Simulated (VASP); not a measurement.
# CoO (I4/mmm) in VASP: a series of runs

CoO is run at these levels: PBE+U; tasks: single point.

Everything below comes from runs of VASP 6.6.1. Logs are shortened: lines on timing, memory, paths and dates and some standing lists are left out, and cuts for length are marked.

## Step 1: The cell of the first run

Symmetry: I4/mmm, No. 139, tetragonal system. Conventional cell: a = 2.800 Å, b = 2.800 Å, c = 3.912 Å, α = 90.00°, β = 90.00°, γ = 90.00°. Within 2.6 Å of Co (site symmetry 4/mmm) lie 6 O at 1.96 to 1.98 Å. Within 2.6 Å of O (site symmetry 4/mmm) lie 6 Co at 1.96 to 1.98 Å.

## Step 2: Single point, PBE+U

File INCAR:

```
ALGO = Normal ; EDIFF = 1E-6
ENCUT = 520 ; GGA = PE
ISIF = 2 ; ISMEAR = 0
LASPH = T ; LCHARG = F
LDAU = T ; LDAUJ = 0 0
LDAUL = 2 -1 ; LDAUPRINT = 1
LDAUTYPE = 2 ; LDAUU = 3.32 0
LMAXMIX = 4 ; LREAL = F
LWAVE = F ; NBANDS = 14
NELM = 150 ; PREC = Accurate
SIGMA = 0.02
```

File KPOINTS:

```
k-points
0
Gamma
  12 12 12
```

File POSCAR:

```
CoO
1.0
   -1.3999033342      1.3999033342      1.9561975721
    1.3999033342     -1.3999033342      1.9561975721
    1.3999033342      1.3999033342     -1.9561975721
Co O
1 1
Direct
    0.0000000000      0.0000000000      0.0000000000
    0.5000000000      0.5000000000      0.0000000000
```

Potentials or basis: VASP PAW PBE potentials, release 64 (Co, O).

Launch:

```
$ cat potpaw_PBE.64/Co/POTCAR potpaw_PBE.64/O/POTCAR > POTCAR
$ mpirun -np 1 vasp_std > vasp.out
```

OUTCAR:

```text
EDIFF = 1E-6
   ENCUT = 520
   GGA = PE
   ISIF = 2
   ISMEAR = 0
   LASPH = T
   LREAL = F
   NELM = 150
   PREC = Accurate

 ion  position               nearest neighbor table
   1  0.000  0.000  0.000-   2 1.96   2 1.96   2 1.98   2 1.98   2 1.98   2 1.98
   2  0.500  0.500  0.000-   1 1.96   1 1.96   1 1.98   1 1.98   1 1.98   1 1.98

  LATTYP: Found a body centered tetragonal cell.
 ALAT       =     2.7998066684
 C/A-ratio  =     1.3973804650

  Lattice vectors:

 A1 = (  -1.3999033342,   1.3999033342,   1.9561975721)
 A2 = (   1.3999033342,  -1.3999033342,   1.9561975721)
 A3 = (   1.3999033342,   1.3999033342,  -1.9561975721)

Analysis of symmetry for initial positions (statically):
=====================================================================
 Subroutine PRICEL returns:
 Original cell was already a primitive cell.

 Routine SETGRP: Setting up the symmetry group for a
 body centered tetragonal supercell.

 Subroutine GETGRP returns: Found 16 space group operations
 (whereof 16 operations were pure point group operations)
 out of a pool of 16 trial point group operations.

The static configuration has the point symmetry D_4h.

Analysis of symmetry for dynamics (positions and initial velocities):
=====================================================================
 Subroutine PRICEL returns:
 Original cell was already a primitive cell.

 Routine SETGRP: Setting up the symmetry group for a
 body centered tetragonal supercell.

 Subroutine GETGRP returns: Found 16 space group operations
 (whereof 16 operations were pure point group operations)
 out of a pool of 16 trial point group operations.

The dynamic configuration has the point symmetry D_4h.

 Subroutine INISYM returns: Found 16 space group operations
 (whereof 16 operations are pure point group operations),
 and found     1 'primitive' translations

----------------------------------------------------------------------------------------

                                     Primitive cell

  volume of cell :      15.3345

  direct lattice vectors                    reciprocal lattice vectors
    -1.399903334  1.399903334  1.956197572     0.000000000  0.357167518  0.255597904
     1.399903334 -1.399903334  1.956197572     0.357167518  0.000000000  0.255597904
     1.399903334  1.399903334 -1.956197572     0.357167518  0.357167518  0.000000000

  length of vectors
     2.783193783  2.783193783  2.783193783     0.439202601  0.439202601  0.505111149

  position of ions in fractional coordinates (direct lattice)
     0.000000000  0.000000000  0.000000000
     0.500000000  0.500000000  0.000000000

  ion indices of the primitive-cell ions
   primitive index   ion index
                 1           1
                 2           2

----------------------------------------------------------------------------------------

 KPOINTS: k-points

Automatic generation of k-mesh.
 Grid dimensions read from file:
 generate k-points for:   12   12   12

 Generating k-lattice:

  Cartesian coordinates                     Fractional coordinates (reciprocal lattice)
     0.000000000  0.029763960  0.021299825     0.083333333  0.000000000  0.000000000
     0.029763960  0.000000000  0.021299825     0.000000000  0.083333333  0.000000000
     0.029763960  0.029763960  0.000000000     0.000000000  0.000000000  0.083333333

  Length of vectors
     0.036600217  0.036600217  0.042092596

  Shift w.r.t. Gamma in fractional coordinates (k-lattice)
     0.000000000  0.000000000  0.000000000

 Subroutine IBZKPT returns following result:
 ===========================================

 Found    163 irreducible k-points:
[... 40 lines left out ...]
   ISPIN  =      1    spin polarized calculation?
   LNONCOLLINEAR =      F non collinear calculations
   LSORBIT =      F    spin-orbit coupling
   LASPH  =      T    aspherical Exc in radial PAW
   ENCUT  =  520.0 eV  38.22 Ry    6.18 a.u.   5.17  5.17  5.17*2*pi/ulx,y,z
   NELM   =    150;   NELMIN=  2; NELMDL= -5     # of ELM steps
   EDIFF  = 0.1E-05   stopping-criterion for ELM
   LREAL  =      F    real-space projection
   EDIFFG = 0.1E-04   stopping-criterion for IOM
   NSW    =      0    number of steps for IOM
   IBRION =     -1    ionic relax: 0-MD 1-quasi-New 2-CG
   NFREE  =      0    steps in history (QN), initial steepest desc. (CG)
   ISIF   =      2    stress and relaxation
   ISYM   =      2    0-nonsym 1-usesym 2-fastsym
   POTIM  = 0.5000    time-step for ionic-motion
   TEBEG  =    0.0;   TEEND  =   0.0 temperature during run
   PSTRESS=    0.0 pullay stress
   NELECT =      15.0000    total number of electrons
   NUPDOWN=      -1.0000    fix difference up-down
   EMIN   =  10.00;   EMAX   =-10.00  energy-range for DOS
   EFERMI =   0.00;   METHOD = LEGACY
   ISMEAR =     0;   SIGMA  =   0.02  broadening in eV -4-tet -1-fermi 0-gaus
   EFERMI_NEDOS =   21; number of points for ismear=-14 and -15
   IALGO  =     38    algorithm
   IMIX   =      4    mixing-type and parameters
     AMIX     =   0.40;   BMIX     =  1.00
     AMIX_MAG =   1.60;   BMIX_MAG =  1.00
  volume/ion in A,a.u.               =       7.67        51.74
  Fermi-wavevector in a.u.,A,eV,Ry     =   1.625108  3.071009 35.932675  2.640977
  Thomas-Fermi vector in A             =   2.718285
   LORBIT       =      0    0 simple, 1 ext, 2 COOP (PROOUT), +10 PAW based schemes
 LDA+U is selected, type is set to LDAUTYPE =  2
   angular momentum for each species LDAUL =     2   -1
   U (eV)           for each species LDAUU =   3.3  0.0
   J (eV)           for each species LDAUJ =   0.0  0.0
   GGA     = PE    functional components
   LHFCALC =     F    Hartree Fock is set to
   AEXX    =    0.0000 exact exchange contribution
   IVDW    =     0    specifies the selected vdW correction
   LEPSILON=     F    determine dielectric tensor
   LRPA    =     F    only Hartree local field effects (RPA)
 non-spin polarized calculation
 Gauss-broadening in eV      SIGMA  =   0.02
  energy-cutoff  :      520.00
  volume of cell :       15.33
 maximum number of plane-waves:       436
 NGX is ok and might be reduce to    24
   NGX = 11   NGY = 11   NGZ = 11

atom =   1  type =  1  l = 2

 onsite density matrix

spin component  1

  0.4646  0.0000  0.0000  0.0000 -0.0000
  0.0000  0.9663  0.0000  0.0000 -0.0000
  0.0000  0.0000  0.4382  0.0000 -0.0000
  0.0000  0.0000  0.0000  0.9663  0.0000
 -0.0000 -0.0000 -0.0000  0.0000  0.9650

spin component  2

  0.4646  0.0000  0.0000  0.0000 -0.0000
  0.0000  0.9663  0.0000  0.0000 -0.0000
  0.0000  0.0000  0.4382  0.0000 -0.0000
  0.0000  0.0000  0.0000  0.9663  0.0000
 -0.0000 -0.0000 -0.0000  0.0000  0.9650

 occupancies and eigenvectors

  o =  0.4382  v =  0.0000 -0.0000 -1.0000  0.0000  0.0000  0.0000  0.0000  0.0000  0.0000  0.0000      0.0000  0.0000  0.0000  0.0000  0.0000  0.0000  0.0000  0.0000  0.0000  0.0000
  o =  0.4382  v =  0.0000  0.0000  0.0000  0.0000  0.0000  0.0000 -0.0000 -1.0000  0.0000  0.0000      0.0000  0.0000  0.0000  0.0000  0.0000  0.0000  0.0000  0.0000  0.0000  0.0000
  o =  0.4646  v =  1.0000  0.0000  0.0000  0.0000  0.0000  0.0000  0.0000  0.0000  0.0000  0.0000      0.0000  0.0000  0.0000  0.0000  0.0000  0.0000  0.0000  0.0000  0.0000  0.0000
  o =  0.4646  v =  0.0000  0.0000  0.0000  0.0000  0.0000  1.0000  0.0000  0.0000  0.0000  0.0000      0.0000  0.0000  0.0000  0.0000  0.0000  0.0000  0.0000  0.0000  0.0000  0.0000
  o =  0.9650  v =  0.0000  0.0000  0.0000  0.0000  0.0000  0.0000  0.0000  0.0000 -0.0000  1.0000      0.0000  0.0000  0.0000  0.0000  0.0000  0.0000  0.0000  0.0000  0.0000  0.0000
  o =  0.9650  v =  0.0000  0.0000  0.0000 -0.0000  1.0000  0.0000  0.0000  0.0000  0.0000  0.0000      0.0000  0.0000  0.0000  0.0000  0.0000  0.0000  0.0000  0.0000  0.0000  0.0000
  o =  0.9663  v =  0.0000  0.9894 -0.0000  0.1453 -0.0000  0.0000  0.0000  0.0000  0.0000  0.0000      0.0000  0.0000  0.0000  0.0000  0.0000  0.0000  0.0000  0.0000  0.0000  0.0000
  o =  0.9663  v =  0.0000  0.0000  0.0000  0.0000  0.0000  0.0000  0.9894 -0.0000  0.1453 -0.0000      0.0000  0.0000  0.0000  0.0000  0.0000  0.0000  0.0000  0.0000  0.0000  0.0000
  o =  0.9663  v =  0.0000  0.0000  0.0000  0.0000  0.0000  0.0000  0.1453 -0.0000 -0.9894 -0.0000      0.0000  0.0000  0.0000  0.0000  0.0000  0.0000  0.0000  0.0000  0.0000  0.0000
  o =  0.9663  v =  0.0000  0.1453 -0.0000 -0.9894 -0.0000  0.0000  0.0000  0.0000  0.0000  0.0000      0.0000  0.0000  0.0000  0.0000  0.0000  0.0000  0.0000  0.0000  0.0000  0.0000

 number of electron      15.0000004 magnetization

 Free energy of the ion-electron system (eV)
  ---------------------------------------------------
  ext. energy  EPLUGINS =         0.00000000
  ---------------------------------------------------
  free energy    TOTEN  =       -10.44641456 eV

  energy without entropy =      -10.44601635  energy(sigma->0) =      -10.44621546

 E-fermi :  11.5070     XC(G=0): -13.7769

 val. band max:       11.5039880346   @ k =   0.2500   0.1667   0.0833
 cond. band min:      11.5147408506   @ k =  -0.2500  -0.3333   0.0833
 fundamental gap:      0.0107528160
 Fermi energy:        11.5069658079

 k-point     1 :       0.0000    0.0000    0.0000
  band No.  band energies     occupation
      1     -11.2047      2.00000
      2       7.0564      2.00000
      3       7.0956      2.00000
      4       7.0956      2.00000
      5       7.7821      2.00000
      6       7.7822      2.00000
      7       7.9064      2.00000
      8       9.9924      2.00000
      9      10.0463      2.00000
     10      14.1663      0.00000
     11      29.1289      0.00000
     12      30.7512      0.00000
     13      30.7512      0.00000
     14      30.7930      0.00000
[... 377 lines left out ...]
      1      -9.6315      2.00000
      2       2.1283      2.00000
      3       4.2816      2.00000
      4       4.8429      2.00000
      5       8.3119      2.00000
      6       9.3422      2.00000
      7       9.6087      2.00000
      8      12.1695      0.00000
      9      12.8448      0.00000
     10      18.8545      0.00000
     11      23.1483      0.00000
     12      25.5031      0.00000
     13      28.4298      0.00000
     14      33.0155      0.00000

 [... further k-points ...]
[... 5 lines left out ...]
  --------------------------------------------------------------------------------------
  -------------------------------------------------------------------------------------
  Total        2.9076791      2.9076791      3.1900574      0.0000000     -0.0000000      0.0000000
  in kB      303.8003370    303.8003370    333.3038110      0.0000000     -0.0000000      0.0000000
  external PRESSURE =     313.6348283 kB  Pullay stress =       0.0000000 kB

 VOLUME and BASIS-vectors are now :
 -----------------------------------------------------------------------------
  energy-cutoff  :      520.00
  volume of cell :       15.33
      direct lattice vectors                 reciprocal lattice vectors
    -1.399903334  1.399903334  1.956197572     0.000000000  0.357167518  0.255597904
     1.399903334 -1.399903334  1.956197572     0.357167518  0.000000000  0.255597904
     1.399903334  1.399903334 -1.956197572     0.357167518  0.357167518  0.000000000

 POSITION                                       TOTAL-FORCE (eV/Angst)
 -----------------------------------------------------------------------------------
      0.00000      0.00000      0.00000        -0.000000      0.000000     -0.000000
      0.00000      0.00000      1.95620         0.000000     -0.000000      0.000000
 -----------------------------------------------------------------------------------
    total drift:                               -0.000000      0.000000     -0.000000

  FREE ENERGIE OF THE ION-ELECTRON SYSTEM (eV)
  ---------------------------------------------------
  free  energy   TOTEN  =       -10.4464145645 eV

  energy  without entropy=      -10.4460163492  energy(sigma->0) =      -10.44621546
```

Wall time 17 s (1 thread of Intel Xeon 6975P-C (Granite Rapids), shared host); peak memory 0.17 GiB.

What came out:

| Property | Result |
| --- | --- |
| Free energy | -10.4464 eV |
| Pressure | 31.4 GPa |
| Band gap on the k mesh | zero (an odd number of electrons rules out a gap without spin polarisation) |

Eigenvalues of the final occupation matrices:
```csv
site,spin,trace,eigenvalues
site 1 d,1,3.80,0.44 0.46 0.96 0.97 0.97
site 1 d,2,3.80,0.44 0.46 0.96 0.97 0.97
```

Caveat: the cell stands under pressure; an odd number of electrons without spin polarisation forces a metal; a magnetic or distorted state may lie lower; the run has no spin polarisation, though such a crystal can be magnetic; U without spin polarisation on a metal has little footing. Spin polarisation is off, so any magnetic state and its effect on volume and gap are missing.

## Step 3: Single point, PBE+U

This run uses another cell than the first one, of 8.24 Å³/atom.

File INCAR:

```
SYSTEM = CoO
PREC = Accurate
ENCUT = 520
EDIFF = 1E-7
ISMEAR = 0
SIGMA = 0.02
LREAL = .False.
LASPH = .True.
NELM = 150
ALGO = Normal
ISIF = 2
LWAVE = .False.
LCHARG = .False.
LMAXMIX = 4
LDAU = .True.
LDAUTYPE = 2
LDAUL = 2 -1
LDAUU = 3.32 0
LDAUJ = 0 0
LDAUPRINT = 1
GGA = PE
NBANDS = 14
```

File KPOINTS:

```
Automatic mesh
0
Gamma
  12 12 12
  0 0 0
```

File POSCAR:

```
CoO
1.0
   -1.4340607057      1.4340607057      2.0039284158
    1.4340607057     -1.4340607057      2.0039284158
    1.4340607057      1.4340607057     -2.0039284158
Co O
1 1
Direct
    0.0000000000      0.0000000000      0.0000000000
    0.5000000000      0.5000000000      0.0000000000
```

Potentials or basis: VASP PAW PBE potentials, release 64 (Co, O).

Launch:

```
$ cat potpaw_PBE.64/Co/POTCAR potpaw_PBE.64/O/POTCAR > POTCAR
$ mpirun -np 1 vasp_std > vasp.out
```

Run time: 18 s. Hardware: 1 thread of Intel Xeon 6975P-C (Granite Rapids), shared host; peak memory 0.17 GiB.

It converged, with:

```
Free energy            : -10.5887 eV
Pressure               : 9.3 GPa
Band gap on the k mesh : zero (an odd number of electrons rules out a gap without spin polarisation)
```

Stress tensor (GPa, compression positive):
```
 8.68  0.00  0.00
 0.00  8.68  0.00
 0.00  0.00 10.46
```

Levels at points of the mesh, in eV from the Fermi level:
```csv
k point,band 4,band 5,band 6,band 7,band 8,band 9,band 10,band 11,band 12,band 13
"(0.00, 0.00, 0.00)",-4.06,-3.46,-3.46,-3.35,-1.29,-1.24,2.15,17.44,18.72,18.72
"(0.50, 0.00, 0.00)",-6.62,-2.19,-2.18,-1.68,1.90,2.03,5.60,10.99,14.72,15.03
"(0.50, 0.50, 0.00)",-5.37,-4.72,-1.95,-1.92,-0.70,0.07,7.54,10.84,12.13,17.87
"(0.50, 0.50, 0.50)",-5.46,-4.67,-1.96,-1.96,-0.70,0.11,7.53,10.99,11.99,17.84
```

Eigenvalues of the final occupation matrices:
```tsv
site	spin	trace	eigenvalues
site 1 d	1	3.76	0.42 0.45 0.96 0.96 0.96
site 1 d	2	3.76	0.42 0.45 0.96 0.96 0.96
```

Caveat: the cell stands under pressure; an odd number of electrons without spin polarisation forces a metal; a magnetic or distorted state may lie lower; the run has no spin polarisation, though such a crystal can be magnetic; U without spin polarisation on a metal has little footing. Spin polarisation is off, so any magnetic state and its effect on volume and gap are missing.

## Step 4: Single point, PBE+U

This run uses another cell than the first one, of 8.82 Å³/atom.

File INCAR:

```
SYSTEM = CoO
  PREC = Accurate
  ENCUT = 520
  EDIFF = 1E-6
  ISMEAR = 0
  SIGMA = 0.02
  LREAL = .False.
  LASPH = .True.
  NELM = 150
  ALGO = Normal
  ISIF = 2
  LWAVE = .False.
  LCHARG = .True.
  LMAXMIX = 4
  LDAU = .True.
  LDAUTYPE = 2
  LDAUL = 2 -1
  LDAUU = 3.32 0
  LDAUJ = 0 0
  LDAUPRINT = 1
  GGA = PE
  LELF = .True.
  LVHAR = .True.
  NBANDS = 14
```

File KPOINTS:

```
regular mesh
0
Gamma
  12 12 12
  0 0 0
```

File POSCAR:

```
CoO
1.0
   -1.4666640986      1.4666640986      2.0494877602
    1.4666640986     -1.4666640986      2.0494877602
    1.4666640986      1.4666640986     -2.0494877602
Co O
1 1
Direct
    0.0000000000      0.0000000000      0.0000000000
    0.5000000000      0.5000000000      0.0000000000
```

Launch:

```
$ cat potpaw_PBE.64/Co/POTCAR potpaw_PBE.64/O/POTCAR > POTCAR
$ mpirun -np 1 vasp_std > vasp.out
```

Run time: 18 s. Hardware: 1 thread of Intel Xeon 6975P-C (Granite Rapids), shared host; peak memory 0.17 GiB.

The run converged. Its results:

```yaml
Free_energy: -10.5993 eV
Pressure: -5.5 GPa
Band_gap_on_the_k_mesh: zero (an odd number of electrons rules out a gap without spin polarisation)
```

Stress tensor (GPa, compression positive):
```
-5.90  0.00  0.00
 0.00 -5.90  0.00
 0.00  0.00 -4.84
```

Levels at points of the mesh, in eV from the Fermi level:
```tsv
k point	band 6	band 7	band 8	band 9	band 10	band 11
(0.00, 0.00, 0.00)	-3.26	-3.15	-1.11	-1.07	1.72	17.24
(0.50, 0.00, 0.00)	-2.12	-1.68	1.75	1.87	5.45	10.32
(0.50, 0.50, 0.00)	-1.93	-1.90	-0.59	0.01	7.03	10.37
(0.50, 0.50, 0.50)	-1.94	-1.94	-0.59	0.05	7.02	10.52
```

Eigenvalues of the final occupation matrices:
| site | spin | trace | eigenvalues |
| --- | --- | --- | --- |
| site 1 d | 1 | 3.72 | 0.41 0.43 0.96 0.96 0.96 |
| site 1 d | 2 | 3.72 | 0.41 0.43 0.96 0.96 0.96 |

Caveat: the cell stands under tension; an odd number of electrons without spin polarisation forces a metal; a magnetic or distorted state may lie lower; the run has no spin polarisation, though such a crystal can be magnetic; U without spin polarisation on a metal has little footing. Spin polarisation is off, so any magnetic state and its effect on volume and gap are missing.

## Step 5: Single point, PBE+U

This run uses another cell than the first one, of 9.20 Å³/atom.

File INCAR:

```
PREC = Accurate ; ENCUT = 520
EDIFF = 1E-6 ; ISMEAR = 0
SIGMA = 0.02 ; LREAL = False
LASPH = True ; NELM = 150
ALGO = Normal ; ISIF = 2
LWAVE = False ; LCHARG = False
LMAXMIX = 4 ; LDAU = True
LDAUTYPE = 2 ; LDAUL = 2 -1
LDAUU = 3.32 0 ; LDAUJ = 0 0
LDAUPRINT = 1 ; GGA = PE
NBANDS = 14
```

File KPOINTS:

```
Automatic mesh
0
Gamma
  12 12 12
```

File POSCAR:

```
CoO
1.0
   -1.4876192741      1.4876192741      2.0787701130
    1.4876192741     -1.4876192741      2.0787701130
    1.4876192741      1.4876192741     -2.0787701130
Co O
1 1
Direct
    0.0000000000      0.0000000000      0.0000000000
    0.5000000000      0.5000000000      0.0000000000
```

Launch:

```
$ cat potpaw_PBE.64/Co/POTCAR potpaw_PBE.64/O/POTCAR > POTCAR
$ mpirun -np 1 vasp_std > vasp.out
```

Wall time 18 s (1 thread of Intel Xeon 6975P-C (Granite Rapids), shared host); peak memory 0.17 GiB.

It converged, with:

- Free energy: -10.5543 eV
- Pressure: -12.9 GPa
- Band gap on the k mesh: zero (an odd number of electrons rules out a gap without spin polarisation)

Stress tensor (GPa, compression positive):
```
-13.11   0.00   0.00
  0.00 -13.11   0.00
  0.00   0.00 -12.53
```

Levels at points of the mesh, in eV from the Fermi level:
| k point | band 4 | band 5 | band 6 | band 7 | band 8 | band 9 | band 10 | band 11 | band 12 | band 13 |
| --- | --- | --- | --- | --- | --- | --- | --- | --- | --- | --- |
| (0.00, 0.00, 0.00) | -3.57 | -3.14 | -3.14 | -3.04 | -1.02 | -0.97 | 1.47 | 17.11 | 17.94 | 17.94 |
| (0.50, 0.00, 0.00) | -5.78 | -2.10 | -2.09 | -1.67 | 1.65 | 1.77 | 5.35 | 9.91 | 13.97 | 14.26 |
| (0.50, 0.50, 0.00) | -4.74 | -4.15 | -1.92 | -1.89 | -0.53 | -0.02 | 6.72 | 10.09 | 11.68 | 16.52 |
| (0.50, 0.50, 0.50) | -4.82 | -4.10 | -1.93 | -1.93 | -0.53 | 0.01 | 6.72 | 10.24 | 11.55 | 16.48 |

Eigenvalues of the final occupation matrices:
| site | spin | trace | eigenvalues |
| --- | --- | --- | --- |
| site 1 d | 1 | 3.70 | 0.40 0.42 0.96 0.96 0.96 |
| site 1 d | 2 | 3.70 | 0.40 0.42 0.96 0.96 0.96 |

Caveat: the cell stands under tension; an odd number of electrons without spin polarisation forces a metal; a magnetic or distorted state may lie lower; the run has no spin polarisation, though such a crystal can be magnetic; U without spin polarisation on a metal has little footing.

(Continued in part 2 of 2.)
